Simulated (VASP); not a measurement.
# BaTiO3 (R3m) in VASP: notebook

BaTiO3 is run at these levels: r2SCAN; tasks: single point, relaxation of shape and atoms at fixed volume.

Everything below comes from runs of VASP 6.6.1. Logs are shortened: lines on timing, memory, paths and dates and some standing lists are left out, and cuts for length are marked.

### 1 The cell of the first run

It takes space group R3m (No. 160, trigonal). Conventional cell: a = 5.609 Å, b = 5.609 Å, c = 6.886 Å, α = 90.00°, β = 90.00°, γ = 120.00°. Ba (site symmetry 3m) has 12 O at 2.76 to 2.86 Å and 8 Ti at 3.37 to 3.51 Å within 3.6 Å. Within 2.5 Å of Ti (site symmetry 3m) lie 6 O at 1.89 to 2.08 Å. O (site symmetry m) has 2 Ti at 1.89 to 2.08 Å within 2.5 Å.

### 2 Single point, r2SCAN (12.51 Å³/atom)

File POSCAR:

```
BaTiO3
1.0
    2.8045856475      1.6192282786      2.2952478793
   -2.8045856475      1.6192282786      2.2952478793
    0.0000000000     -3.2384565571      2.2952478794
Ba Ti O
1 1 3
Direct
   -0.0006162607     -0.0006162607     -0.0006162607
    0.4893478111      0.4893478111      0.4893478111
    0.5083514993      0.5083514993      0.0137654510
    0.0137654510      0.5083514993      0.5083514993
    0.5083514993      0.0137654510      0.5083514993
```

File INCAR.step1:

```
PREC = Accurate
ENCUT = 520
ISMEAR = 0
SIGMA = 0.05
LREAL = F
LASPH = T
NELM = 100
NBANDS = 28
GGA = PE
ALGO = Normal
EDIFF = 1E-4
LWAVE = T
LCHARG = F
```

File INCAR.step2:

```
PREC = Accurate
ENCUT = 520
EDIFF = 1E-6
ISMEAR = 0
SIGMA = 0.05
LREAL = F
LASPH = T
NELM = 100
ALGO = Normal
ISIF = 2
LWAVE = F
LCHARG = T
METAGGA = R2SCAN
LMIXTAU = T
LELF = T
LVHAR = T
NBANDS = 28
ISTART = 1
```

File KPOINTS:

```
regular mesh
0
Gamma
  6 6 6
```

Potentials or basis: VASP PAW PBE potentials, release 64 (Ba_sv, Ti_sv, O).

Launch:

```
$ cat potpaw_PBE.64/Ba_sv/POTCAR potpaw_PBE.64/Ti_sv/POTCAR potpaw_PBE.64/O/POTCAR > POTCAR
$ cp INCAR.step1 INCAR
$ mpirun -np 1 vasp_std > vasp.out
$ cp INCAR.step2 INCAR
$ mpirun -np 1 vasp_std > vasp.out
```

OUTCAR:

```text
PREC = Accurate
   ENCUT = 520
   EDIFF = 1E-6
   ISMEAR = 0
   LREAL = F
   LASPH = T
   NELM = 100
   ISIF = 2
   METAGGA = R2SCAN
   ISTART = 1

 ion  position               nearest neighbor table
   1  0.999  0.999  0.999-   3 2.76   4 2.76   5 2.76   3 2.81   3 2.81   4 2.81   5 2.81   5 2.81
                             4 2.81   3 2.86   4 2.86   5 2.86   2 3.37   2 3.41   2 3.41   2 3.41
   2  0.489  0.489  0.489-   4 1.89   5 1.89   3 1.89   5 2.08   4 2.08   3 2.08   1 3.37   1 3.41
                             1 3.41   1 3.41   1 3.46   1 3.46   1 3.46   1 3.51
   3  0.508  0.508  0.014-   2 1.89   2 2.08   1 2.76   1 2.81   1 2.81   1 2.86
   4  0.014  0.508  0.508-   2 1.89   2 2.08   1 2.76   1 2.81   1 2.81   1 2.86
   5  0.508  0.014  0.508-   2 1.89   2 2.08   1 2.76   1 2.81   1 2.81   1 2.86

  LATTYP: Found a trigonal (rhomboedric) cell.
 ALAT       =     3.9693530581
 COS(alpha) =     0.0015462527

  Lattice vectors:

 A1 = (   2.8045856475,   1.6192282786,   2.2952478793)
 A2 = (  -2.8045856475,   1.6192282786,   2.2952478793)
 A3 = (   0.0000000000,  -3.2384565571,   2.2952478794)

Analysis of symmetry for initial positions (statically):
=====================================================================
 Subroutine PRICEL returns:
 Original cell was already a primitive cell.

 Routine SETGRP: Setting up the symmetry group for a
 trigonal (rhombohedral) supercell.

 Subroutine GETGRP returns: Found  6 space group operations
 (whereof  6 operations were pure point group operations)
 out of a pool of 12 trial point group operations.

The static configuration has the point symmetry C_3v.

Analysis of symmetry for dynamics (positions and initial velocities):
=====================================================================
 Subroutine PRICEL returns:
 Original cell was already a primitive cell.

 Routine SETGRP: Setting up the symmetry group for a
 trigonal (rhombohedral) supercell.

 Subroutine GETGRP returns: Found  6 space group operations
 (whereof  6 operations were pure point group operations)
 out of a pool of 12 trial point group operations.

The dynamic configuration has the point symmetry C_3v.

 Subroutine INISYM returns: Found  6 space group operations
 (whereof  6 operations are pure point group operations),
 and found     1 'primitive' translations

----------------------------------------------------------------------------------------

                                     Primitive cell

[... 94 lines left out ...]
   ENCUT  =  520.0 eV  38.22 Ry    6.18 a.u.   7.38  7.38  7.38*2*pi/ulx,y,z
   NELM   =    100;   NELMIN=  2; NELMDL=  0     # of ELM steps
   EDIFF  = 0.1E-05   stopping-criterion for ELM
   LREAL  =      F    real-space projection
   EDIFFG = 0.1E-04   stopping-criterion for IOM
   NSW    =      0    number of steps for IOM
   IBRION =     -1    ionic relax: 0-MD 1-quasi-New 2-CG
   NFREE  =      0    steps in history (QN), initial steepest desc. (CG)
   ISIF   =      2    stress and relaxation
   ISYM   =      2    0-nonsym 1-usesym 2-fastsym
   POTIM  = 0.5000    time-step for ionic-motion
   TEBEG  =    0.0;   TEEND  =   0.0 temperature during run
   PSTRESS=    0.0 pullay stress
   NELECT =      40.0000    total number of electrons
   NUPDOWN=      -1.0000    fix difference up-down
   EMIN   =  10.00;   EMAX   =-10.00  energy-range for DOS
   EFERMI =   0.00;   METHOD = LEGACY
   ISMEAR =     0;   SIGMA  =   0.05  broadening in eV -4-tet -1-fermi 0-gaus
   EFERMI_NEDOS =   21; number of points for ismear=-14 and -15
   IALGO  =     38    algorithm
   IMIX   =      4    mixing-type and parameters
     AMIX     =   0.40;   BMIX     =  1.00
     AMIX_MAG =   1.60;   BMIX_MAG =  1.00
  volume/ion in A,a.u.               =      12.51        84.41
  Fermi-wavevector in a.u.,A,eV,Ry     =   1.410508  2.665474 27.069245  1.989533
  Thomas-Fermi vector in A             =   2.532455
   LORBIT       =      0    0 simple, 1 ext, 2 COOP (PROOUT), +10 PAW based schemes
   METAGGA = R2SCAN    functional components
   LHFCALC =     F    Hartree Fock is set to
   AEXX    =    0.0000 exact exchange contribution
   IVDW    =     0    specifies the selected vdW correction
   LEPSILON=     F    determine dielectric tensor
   LRPA    =     F    only Hartree local field effects (RPA)
 non-spin polarized calculation
 Gauss-broadening in eV      SIGMA  =   0.05
  energy-cutoff  :      520.00
  volume of cell :       62.54
 maximum number of plane-waves:      1743
 NGX is ok and might be reduce to    30
   NGX = 15   NGY = 15   NGZ = 15

 number of electron      40.0000015 magnetization

 Free energy of the ion-electron system (eV)
  ---------------------------------------------------
  ext. energy  EPLUGINS =         0.00000000
  ---------------------------------------------------
  free energy    TOTEN  =       -74.20367761 eV

  energy without entropy =      -74.20367761  energy(sigma->0) =      -74.20367761

 E-fermi :   4.0175     XC(G=0): -12.0516

 val. band max:        3.6892911508   @ k =   0.5000   0.5000   0.5000
 cond. band min:       6.2747287832   @ k =   0.0000   0.0000   0.0000
 fundamental gap:      2.5854376324
 Fermi energy:         4.0174825010

 k-point     1 :       0.0000    0.0000    0.0000
  band No.  band energies     occupation
      1     -54.8558      2.00000
      2     -30.0566      2.00000
      3     -30.0566      2.00000
      4     -30.0533      2.00000
      5     -21.7163      2.00000
      6     -14.1853      2.00000
[... 733 lines left out ...]
     27      12.6436      0.00000
     28      13.1852      0.00000

 [... further k-points ...]
[... 5 lines left out ...]
  --------------------------------------------------------------------------------------
  -------------------------------------------------------------------------------------
  Total        2.9557948      2.9557948      2.9279211      0.0000000     -0.0000000      0.0000000
  in kB       75.7228976     75.7228976     75.0088180      0.0000000     -0.0000000      0.0000000
  external PRESSURE =      75.4848711 kB  Pullay stress =       0.0000000 kB

 VOLUME and BASIS-vectors are now :
 -----------------------------------------------------------------------------
  energy-cutoff  :      520.00
  volume of cell :       62.54
      direct lattice vectors                 reciprocal lattice vectors
     2.804585648  1.619228279  2.295247879     0.178279455  0.102929691  0.145227597
    -2.804585648  1.619228279  2.295247879    -0.178279455  0.102929691  0.145227597
     0.000000000 -3.238456557  2.295247879     0.000000000 -0.205859382  0.145227597

 POSITION                                       TOTAL-FORCE (eV/Angst)
 -----------------------------------------------------------------------------------
      0.00000      0.00000      6.88150         0.000000      0.000000      0.023839
      0.00000      0.00000      3.36952         0.000000      0.000000      0.135668
      0.00000      1.60170      2.36518         0.000000      0.056350     -0.053169
     -1.38711     -0.80085      2.36518        -0.048800     -0.028175     -0.053169
      1.38711     -0.80085      2.36518         0.048800     -0.028175     -0.053169
 -----------------------------------------------------------------------------------
    total drift:                               -0.000000     -0.000000     -0.003960

  FREE ENERGIE OF THE ION-ELECTRON SYSTEM (eV)
  ---------------------------------------------------
  free  energy   TOTEN  =       -74.2036776150 eV

  energy  without entropy=      -74.2036776150  energy(sigma->0) =      -74.20367761
```

It took 4.1 min on 1 thread of AMD EPYC 7R43 (Zen 3), shared host; peak memory 0.17 GiB.

What came out:

| Property | Result |
| --- | --- |
| Free energy | -74.2037 eV |
| Pressure | 7.5 GPa |
| Largest force | 0.136 eV/Å |
| Band gap on the k mesh | 2.59 eV (least direct gap 2.88 eV) |

Forces on the atoms (eV/Å):
```
Ba   0.000  0.000  0.024
Ti   0.000  0.000  0.136
O    0.000  0.056 -0.053
O   -0.049 -0.028 -0.053
O    0.049 -0.028 -0.053
```

Caveat: the cell stands under pressure; the PAW data sets were made with another functional, which shifts forces and pressure a little; spin-orbit coupling is left out, which moves the levels of the heavy elements.

### 3 Single point, r2SCAN (13.03 Å³/atom)

This run uses another cell than the first one, of 13.03 Å³/atom.

File POSCAR:

```
BaTiO3
1.0
    2.8403199016      1.6398594598      2.3311019222
   -2.8403199016      1.6398594598      2.3311019222
    0.0000000000     -3.2797189196      2.3311019222
Ba Ti O
1 1 3
Direct
   -0.0032775326     -0.0032775326     -0.0032775326
    0.4833123891      0.4833123891      0.4833123891
    0.5098611305      0.5098611305      0.0194428825
    0.0194428825      0.5098611305      0.5098611305
    0.5098611305      0.0194428825      0.5098611305
```

File INCAR.step1:

```
SYSTEM = BaTiO3
PREC = Accurate
ENCUT = 520
ISMEAR = 0
SIGMA = 0.05
LREAL = .FALSE.
LASPH = .TRUE.
NELM = 80
NBANDS = 28
GGA = PE
ALGO = Normal
EDIFF = 1E-4
LWAVE = .TRUE.
LCHARG = .FALSE.
```

File INCAR.step2:

```
SYSTEM = BaTiO3
PREC = Accurate
ENCUT = 520
EDIFF = 1E-6
ISMEAR = 0
SIGMA = 0.05
LREAL = .FALSE.
LASPH = .TRUE.
NELM = 80
ALGO = Normal
ISIF = 2
LWAVE = .FALSE.
LCHARG = .FALSE.
METAGGA = R2SCAN
LMIXTAU = .TRUE.
NBANDS = 28
ISTART = 1
```

File KPOINTS:

```
Automatic mesh
0
G
  6 6 6
  0 0 0
```

Potentials or basis: VASP PAW PBE potentials, release 64 (Ba_sv, Ti_sv, O).

Launch:

```
$ cat potpaw_PBE.64/Ba_sv/POTCAR potpaw_PBE.64/Ti_sv/POTCAR potpaw_PBE.64/O/POTCAR > POTCAR
$ cp INCAR.step1 INCAR
$ mpirun -np 1 vasp_std > vasp.out
$ cp INCAR.step2 INCAR
$ mpirun -np 1 vasp_std > vasp.out
```

Wall time 3.9 min (1 thread of AMD EPYC 7R43 (Zen 3), shared host); peak memory 0.17 GiB.

The run converged. Its results:

```yaml
Free_energy: -74.2684 eV
Pressure: 1.9 GPa
Largest_force: 0.176 eV/Å
Band_gap_on_the_k_mesh: 2.85 eV (least direct gap 3.31 eV)
```

Forces on the atoms (eV/Å):
```
Ba   0.000  0.000  0.034
Ti   0.000  0.000  0.176
O    0.000  0.074 -0.070
O   -0.064 -0.037 -0.070
O    0.064 -0.037 -0.070
```

Levels at points of the mesh, in eV from the valence-band top:
```csv
k point,band 18,band 19,band 20,band 21,band 22,band 23
"(0.00, 0.00, 0.00)",-0.58,-0.46,-0.46,2.85,2.85,2.99
"(0.50, 0.00, 0.00)",-1.58,-1.01,-0.89,3.01,4.14,4.26
"(0.50, 0.50, 0.00)",-0.91,-0.86,-0.09,4.23,4.23,4.58
"(0.50, 0.50, 0.50)",-0.02,-0.02,0.00,4.66,4.85,4.85
```

Caveat: the PAW data sets were made with another functional, which shifts forces and pressure a little; spin-orbit coupling is left out, which moves the levels of the heavy elements. A k mesh can miss the band edges.

### 4 Relaxation of shape and atoms at fixed volume, r2SCAN (10.42 Å³/atom)

This run uses another cell than the first one, of 10.42 Å³/atom.

File POSCAR:

```
BaTiO3
1.0
    2.6409624891      1.5247604040      2.1570553918
   -2.6409624891      1.5247604040      2.1570553918
    0.0000000000     -3.0495208080      2.1570553918
Ba Ti O
1 1 3
Direct
    0.0037942945      0.0037942945      0.0037942945
    0.5037323234      0.5037323234      0.5037323234
    0.5038908636      0.5038908636      0.0038916549
    0.0038916549      0.5038908636      0.5038908636
    0.5038908636      0.0038916549      0.5038908636
```

File INCAR.step1:

```
  PREC = Accurate
  ENCUT = 600
  ISMEAR = 0
  SIGMA = 0.05
  LREAL = False
  LASPH = True
  NELM = 100
  GGA = PE
  ALGO = Normal
  EDIFF = 1E-4
  LWAVE = True
  LCHARG = False
```

File INCAR.step2:

```
  PREC = Accurate
  ENCUT = 600
  EDIFF = 1E-6
  ISMEAR = 0
  SIGMA = 0.05
  LREAL = False
  LASPH = True
  NELM = 100
  ALGO = Normal
  ISIF = 4
  LWAVE = False
  LCHARG = False
  METAGGA = R2SCAN
  LMIXTAU = True
  IBRION = 2
  NSW = 60
  EDIFFG = -0.01
  ISTART = 1
```

File KPOINTS:

```
Automatic mesh
0
Gamma
  6 6 6
```

Launch:

```
$ cat potpaw_PBE.64/Ba_sv/POTCAR potpaw_PBE.64/Ti_sv/POTCAR potpaw_PBE.64/O/POTCAR > POTCAR
$ cp INCAR.step1 INCAR
$ mpirun -np 1 vasp_std > vasp.out
$ cp INCAR.step2 INCAR
$ mpirun -np 1 vasp_std > vasp.out
```

It took 7.4 min on 1 thread of AMD EPYC 7R43 (Zen 3), shared host; peak memory 0.17 GiB.

Results (log left out):

```yaml
Free_energy: -72.2972 eV
Energy_gained_by_relaxing: 0.0 meV/atom
Ionic_steps: 6
Pressure_after_relaxing: 60.7 GPa
Largest_force_after_relaxing: 0.005 eV/Å
Band_gap_on_the_k_mesh: 2.45 eV
```

Forces on the atoms (eV/Å):
```
Ba   0.000  0.000 -0.002
Ti   0.000  0.000 -0.005
O    0.000  0.003  0.002
O   -0.002 -0.001  0.002
O    0.002 -0.001  0.002
```

Final structure:
```
Ba Ti O
1.0
     2.64131    1.52496    2.15649
    -2.64131    1.52496    2.15649
     0.00000   -3.04992    2.15649
Ba Ti O
1 1 3
Cartesian
  0.0000 0.0000 0.0254
  0.0000 0.0000 3.2579
  0.0000 1.5257 2.1817
  -1.3213 -0.7628 2.1817
  1.3213 -0.7628 2.1817
```

Levels at points of the mesh, in eV from the valence-band top:
| k point | band 16 | band 17 | band 18 | band 19 | band 20 | band 21 | band 22 | band 23 | band 24 |
| --- | --- | --- | --- | --- | --- | --- | --- | --- | --- |
| (0.00, 0.00, 0.00) | -1.65 | -1.65 | 0.00 | 0.00 | 0.00 | 2.45 | 2.45 | 2.45 | 5.44 |
| (0.50, 0.00, 0.00) | -2.28 | -2.15 | -2.15 | -0.79 | -0.79 | 2.72 | 4.93 | 4.93 | 5.74 |
| (0.50, 0.50, 0.00) | -3.66 | -1.70 | -0.78 | -0.78 | -0.26 | 4.96 | 4.96 | 5.48 | 7.00 |
| (0.50, 0.50, 0.50) | -2.25 | -2.25 | -0.14 | -0.14 | -0.14 | 5.94 | 5.94 | 5.94 | 8.35 |

Caveat: the PAW data sets were made with another functional, which shifts forces and pressure a little; spin-orbit coupling is left out, which moves the levels of the heavy elements. A k mesh can miss the band edges.

### 5 Summary

| task | cell | cutoff (eV) | gap on the mesh (eV) | pressure (GPa) | largest force (eV/Å) |
| --- | --- | --- | --- | --- | --- |
| single point | a = 3.969 Å, angles 89.9°, 5 atoms, atomic positions A | 520 | 2.59 | 7.5 | 0.14 |
| single point | a = 4.024 Å, angles 89.8°, 5 atoms, atomic positions B | 520 | 2.85 | 1.9 | 0.18 |
| relaxation of shape and atoms at fixed volume | relaxed from a = 3.735 Å, 5 atoms, atomic positions C | 600 | 2.45 | 60.7 | - |

Alike in all rows: level r2SCAN; potentials or basis VASP PAW PBE potentials, release 64 (Ba_sv, Ti_sv, O); no spin polarisation; k mesh 6 × 6 × 6; smearing gaussian 0.05 eV.

Caveats: the PAW data sets were made with another functional, which shifts forces and pressure a little; spin-orbit coupling is left out, which moves the levels of the heavy elements; the cell stands under pressure (at least some runs).

Total energies depend on the potentials used, so only differences within one code and one set of settings carry meaning.
